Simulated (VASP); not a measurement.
# HfB (Fm-3m) in VASP: notebook

HfB is run at these levels: PBE; tasks: single point.

All numbers are computed with VASP 6.6.1; they aren't measurements. Logs are shortened: lines on timing, memory, paths and dates and some standing lists are left out, and cuts for length are marked.

## 1. The cell of the first run

Symmetry: Fm-3m, No. 225, cubic system. Conventional cell: a = 4.736 Å, b = 4.736 Å, c = 4.736 Å, α = 90.00°, β = 90.00°, γ = 90.00°. Within 3.1 Å of Hf (site symmetry m-3m) lie 6 B at 2.37 Å. Within 3.1 Å of B (site symmetry m-3m) lie 6 Hf at 2.37 Å.

## 2. Single point, PBE (strained)

File INCAR:

```
PREC = Accurate
ENCUT = 500
EDIFF = 1E-6
ISMEAR = 0
SIGMA = 0.1
LREAL = False
LASPH = True
NELM = 120
ALGO = Normal
ISIF = 2
LWAVE = False
LCHARG = True
GGA = PE
LELF = True
LVHAR = True
NBANDS = 14
GGA_COMPAT = False
```

File KPOINTS:

```
Automatic mesh
0
Gamma
  16 16 16
```

File POSCAR:

```
HfB
1.0
    0.0000000000      2.3681658000      2.3681658000
    2.3681658000      0.0000000000      2.3681658000
    2.3681658000      2.3681658000      0.0000000000
Hf B
1 1
Direct
    0.5000000000      0.5000000000      0.5000000000
    0.0000000000      0.0000000000      0.0000000000
```

Potentials or basis: VASP PAW PBE potentials, release 64 (Hf_pv, B).

On the command line:

```sh
$ cat potpaw_PBE.64/Hf_pv/POTCAR potpaw_PBE.64/B/POTCAR > POTCAR
$ mpirun -np 1 vasp_std > vasp.out
```

OUTCAR:

```text
PREC = Accurate
   ENCUT = 500
   EDIFF = 1E-6
   ISMEAR = 0
   LREAL = False
   LASPH = True
   NELM = 120
   ISIF = 2
   GGA = PE

 ion  position               nearest neighbor table
   1  0.500  0.500  0.500-   2 2.37   2 2.37   2 2.37   2 2.37   2 2.37   2 2.37
   2  0.000  0.000  0.000-   1 2.37   1 2.37   1 2.37   1 2.37   1 2.37   1 2.37

  LATTYP: Found a face centered cubic cell.
 ALAT       =     4.7363316000

  Lattice vectors:

 A1 = (   0.0000000000,   2.3681658000,   2.3681658000)
 A2 = (   2.3681658000,   0.0000000000,   2.3681658000)
 A3 = (   2.3681658000,   2.3681658000,   0.0000000000)

Analysis of symmetry for initial positions (statically):
=====================================================================
 Subroutine PRICEL returns:
 Original cell was already a primitive cell.

 Routine SETGRP: Setting up the symmetry group for a
 face centered cubic supercell.

 Subroutine GETGRP returns: Found 48 space group operations
 (whereof 48 operations were pure point group operations)
 out of a pool of 48 trial point group operations.

The static configuration has the point symmetry O_h .

Analysis of symmetry for dynamics (positions and initial velocities):
=====================================================================
 Subroutine PRICEL returns:
 Original cell was already a primitive cell.

 Routine SETGRP: Setting up the symmetry group for a
 face centered cubic supercell.

 Subroutine GETGRP returns: Found 48 space group operations
 (whereof 48 operations were pure point group operations)
 out of a pool of 48 trial point group operations.

The dynamic configuration has the point symmetry O_h .

 Subroutine INISYM returns: Found 48 space group operations
 (whereof 48 operations are pure point group operations),
 and found     1 'primitive' translations

----------------------------------------------------------------------------------------

                                     Primitive cell

  volume of cell :      26.5623

  direct lattice vectors                    reciprocal lattice vectors
     0.000000000  2.368165800  2.368165800    -0.211133866  0.211133866  0.211133866
     2.368165800  0.000000000  2.368165800     0.211133866 -0.211133866  0.211133866
     2.368165800  2.368165800  0.000000000     0.211133866  0.211133866 -0.211133866

  length of vectors
     3.349092192  3.349092192  3.349092192     0.365694583  0.365694583  0.365694583

  position of ions in fractional coordinates (direct lattice)
     0.500000000  0.500000000  0.500000000
     0.000000000  0.000000000  0.000000000

  ion indices of the primitive-cell ions
   primitive index   ion index
                 1           1
                 2           2

----------------------------------------------------------------------------------------

 KPOINTS: Automatic mesh

Automatic generation of k-mesh.
 Grid dimensions read from file:
 generate k-points for:   16   16   16

 Generating k-lattice:

  Cartesian coordinates                     Fractional coordinates (reciprocal lattice)
    -0.013195867  0.013195867  0.013195867     0.062500000  0.000000000  0.000000000
     0.013195867 -0.013195867  0.013195867     0.000000000  0.062500000  0.000000000
     0.013195867  0.013195867 -0.013195867     0.000000000  0.000000000  0.062500000

  Length of vectors
     0.022855911  0.022855911  0.022855911

  Shift w.r.t. Gamma in fractional coordinates (k-lattice)
     0.000000000  0.000000000  0.000000000

 Subroutine IBZKPT returns following result:
 ===========================================

 Found    145 irreducible k-points:

 Following reciprocal coordinates:
            Coordinates               Weight
  0.000000  0.000000  0.000000      1.000000
  0.062500  0.000000  0.000000      8.000000
  0.125000  0.000000  0.000000      8.000000
  0.187500  0.000000  0.000000      8.000000
  0.250000  0.000000  0.000000      8.000000
  0.312500  0.000000  0.000000      8.000000
[... 16 lines left out ...]
 -0.125000  0.062500  0.000000     24.000000
 -0.062500  0.062500  0.000000     12.000000
 [... further k-points ...]
   k-points           NKPTS =    145   k-points in BZ     NKDIM =    145   number of bands    NBANDS=     14
   number of dos      NEDOS =    301   number of ions     NIONS =      2
   total plane-waves  NPLWV =  13824
   dimension x,y,z NGX =    24 NGY =   24 NGZ =   24
   dimension x,y,z NGXF=    48 NGYF=   48 NGZF=   48
   ions per type =               1   1
   NGX,Y,Z   is equivalent  to a cutoff of  11.91, 11.91, 11.91 a.u.
   NGXF,Y,Z  is equivalent  to a cutoff of  23.83, 23.83, 23.83 a.u.
 SYSTEM =  unknown system
   PREC   = accura    normal or accurate (medium, high low for compatibility)
   ISTART =      0    job   : 0-new  1-cont  2-samecut
   ICHARG =      2    charge: 1-file 2-atom 10-const
   ISPIN  =      1    spin polarized calculation?
   LNONCOLLINEAR =      F non collinear calculations
   LSORBIT =      F    spin-orbit coupling
   LASPH  =      T    aspherical Exc in radial PAW
   ENCUT  =  500.0 eV  36.75 Ry    6.06 a.u.   6.11  6.11  6.11*2*pi/ulx,y,z
   NELM   =    120;   NELMIN=  2; NELMDL= -5     # of ELM steps
   EDIFF  = 0.1E-05   stopping-criterion for ELM
   LREAL  =      F    real-space projection
[... 7 lines left out ...]
   TEBEG  =    0.0;   TEEND  =   0.0 temperature during run
   PSTRESS=    0.0 pullay stress
   NELECT =      13.0000    total number of electrons
   NUPDOWN=      -1.0000    fix difference up-down
   EMIN   =  10.00;   EMAX   =-10.00  energy-range for DOS
   EFERMI =   0.00;   METHOD = LEGACY
   ISMEAR =     0;   SIGMA  =   0.10  broadening in eV -4-tet -1-fermi 0-gaus
   EFERMI_NEDOS =   21; number of points for ismear=-14 and -15
   IALGO  =     38    algorithm
   IMIX   =      4    mixing-type and parameters
     AMIX     =   0.40;   BMIX     =  1.00
     AMIX_MAG =   1.60;   BMIX_MAG =  1.00
  volume/ion in A,a.u.               =      13.28        89.63
  Fermi-wavevector in a.u.,A,eV,Ry     =   1.290131  2.437994 22.646057  1.664438
  Thomas-Fermi vector in A             =   2.421981
   LORBIT       =      0    0 simple, 1 ext, 2 COOP (PROOUT), +10 PAW based schemes
   GGA     = PE    functional components
   LHFCALC =     F    Hartree Fock is set to
   AEXX    =    0.0000 exact exchange contribution
   IVDW    =     0    specifies the selected vdW correction
   LEPSILON=     F    determine dielectric tensor
   LRPA    =     F    only Hartree local field effects (RPA)
 non-spin polarized calculation
 Gauss-broadening in eV      SIGMA  =   0.10
  energy-cutoff  :      500.00
  volume of cell :       26.56
 maximum number of plane-waves:       692
   NGX = 13   NGY = 13   NGZ = 13

 number of electron      12.9999999 magnetization

 Free energy of the ion-electron system (eV)
  ---------------------------------------------------
  ext. energy  EPLUGINS =         0.00000000
  ---------------------------------------------------
  free energy    TOTEN  =       -17.40418755 eV

  energy without entropy =      -17.39992326  energy(sigma->0) =      -17.40205540

 E-fermi :   4.6576     XC(G=0): -11.9509

 val. band max:        4.6562047189   @ k =   0.5000   0.2500   0.0000
 cond. band min:       4.6652930894   @ k =   0.2500   0.0000   0.0000
 fundamental gap:      0.0090883705
 Fermi energy:         4.6575874424

 k-point     1 :       0.0000    0.0000    0.0000
  band No.  band energies     occupation
      1     -24.0388      2.00000
      2     -24.0388      2.00000
      3     -24.0388      2.00000
      4      -4.6744      2.00000
      5       6.7785      0.00000
      6       6.7785      0.00000
      7       6.7785      0.00000
      8       8.3974      0.00000
      9       8.3974      0.00000
     10       8.3974      0.00000
     11       8.5993      0.00000
     12       8.5993      0.00000
     13      16.0437      0.00000
     14      16.5443      0.00000

 k-point     2 :       0.0625    0.0000    0.0000
  band No.  band energies     occupation
      1     -24.0611      2.00000
      2     -24.0411      2.00000
      3     -24.0411      2.00000
      4      -4.5711      2.00000
      5       6.3780      0.00000
      6       6.7026      0.00000
      7       6.7026      0.00000
      8       7.5956      0.00000
      9       7.5956      0.00000
     10       8.6123      0.00000
     11       9.6859      0.00000
     12       9.6859      0.00000
     13      16.3109      0.00000
     14      16.6826      0.00000

 k-point     3 :       0.1250    0.0000    0.0000
  band No.  band energies     occupation
      1     -24.1240      2.00000
      2     -24.0478      2.00000
      3     -24.0478      2.00000
      4      -4.2682      2.00000
      5       5.5504      0.00000
      6       6.1168      0.00000
      7       6.1168      0.00000
      8       7.4918      0.00000
      9       7.4918      0.00000
     10       8.9411      0.00000
     11      10.9936      0.00000
     12      10.9936      0.00000
     13      17.0257      0.00000
     14      17.0682      0.00000

 k-point     4 :       0.1875    0.0000    0.0000
  band No.  band energies     occupation
      1     -24.2167      2.00000
      2     -24.0577      2.00000
      3     -24.0577      2.00000
      4      -3.7865      2.00000
      5       4.6098      1.50059
      6       5.3439      0.00000
      7       5.3439      0.00000
      8       7.8744      0.00000
      9       7.8744      0.00000
     10       9.2134      0.00000
     11      12.3836      0.00000
     12      12.3836      0.00000
     13      17.3825      0.00000
     14      18.1123      0.00000

 k-point     5 :       0.2500    0.0000    0.0000
  band No.  band energies     occupation
      1     -24.3238      2.00000
      2     -24.0694      2.00000
      3     -24.0694      2.00000
      4      -3.1576      2.00000
      5       3.6603      2.00000
      6       4.6653      0.91322
      7       4.6653      0.91322
      8       8.4523      0.00000
      9       8.4523      0.00000
     10       9.4849      0.00000
     11      13.8098      0.00000
[... 276 lines left out ...]
 k-point    22 :      -0.1875    0.0625    0.0000
  band No.  band energies     occupation
      1     -24.2554      2.00000
      2     -24.0839      2.00000
      3     -24.0542      2.00000
      4      -3.5113      2.00000
      5       4.2328      2.00000
      6       4.9334      0.00010
      7       5.0409      0.00000
      8       7.7057      0.00000
      9       8.5563      0.00000
     10       9.5554      0.00000
     11      12.1252      0.00000
     12      13.6549      0.00000
     13      17.4932      0.00000
     14      18.6321      0.00000

 k-point    23 :      -0.1250    0.0625    0.0000
  band No.  band energies     occupation
      1     -24.1605      2.00000
      2     -24.0691      2.00000
      3     -24.0454      2.00000
      4      -4.0404      2.00000
      5       5.1923      0.00000
      6       5.6083      0.00000
      7       5.6739      0.00000
      8       7.2333      0.00000
      9       8.1778      0.00000
     10       9.2979      0.00000
     11      10.8554      0.00000
     12      12.2372      0.00000
     13      17.2817      0.00000
     14      17.5796      0.00000

 k-point    24 :      -0.0625    0.0625    0.0000
  band No.  band energies     occupation
      1     -24.0918      2.00000
      2     -24.0542      2.00000
      3     -24.0408      2.00000
      4      -4.4016      2.00000
      5       6.0577      0.00000
      6       6.1209      0.00000
      7       6.5345      0.00000
      8       6.9338      0.00000
      9       7.9680      0.00000
     10       8.9777      0.00000
     11       9.8662      0.00000
     12      10.8949      0.00000
     13      16.7354      0.00000
     14      16.9017      0.00000

 [... further k-points ...]
[... 5 lines left out ...]
  --------------------------------------------------------------------------------------
  -------------------------------------------------------------------------------------
  Total        1.9939125      1.9939125      1.9939125      0.0000000      0.0000000      0.0000000
  in kB      120.2680765    120.2680765    120.2680765      0.0000000      0.0000000      0.0000000
  external PRESSURE =     120.2680765 kB  Pullay stress =       0.0000000 kB

 VOLUME and BASIS-vectors are now :
 -----------------------------------------------------------------------------
  energy-cutoff  :      500.00
  volume of cell :       26.56
      direct lattice vectors                 reciprocal lattice vectors
     0.000000000  2.368165800  2.368165800    -0.211133866  0.211133866  0.211133866
     2.368165800  0.000000000  2.368165800     0.211133866 -0.211133866  0.211133866
     2.368165800  2.368165800  0.000000000     0.211133866  0.211133866 -0.211133866

 POSITION                                       TOTAL-FORCE (eV/Angst)
 -----------------------------------------------------------------------------------
      2.36817      2.36817      2.36817         0.000000      0.000000      0.000000
      0.00000      0.00000      0.00000        -0.000000     -0.000000     -0.000000
 -----------------------------------------------------------------------------------
    total drift:                                0.000000     -0.000000      0.000000

  FREE ENERGIE OF THE ION-ELECTRON SYSTEM (eV)
  ---------------------------------------------------
  free  energy   TOTEN  =       -17.4041875457 eV

  energy  without entropy=      -17.3999232593  energy(sigma->0) =      -17.40205540
```

It took 12 s on 1 thread of Intel Xeon 6975P-C (Granite Rapids), shared host; peak memory 0.17 GiB.

Results:

| Item | Value |
| --- | --- |
| Free energy | -17.4042 eV |
| Pressure | 12.0 GPa |

Caveat: the cell differs from its parent crystal (strained); spin-orbit coupling is left out, which moves the levels of the heavy elements.

(Part 1 of 2 ends here.)
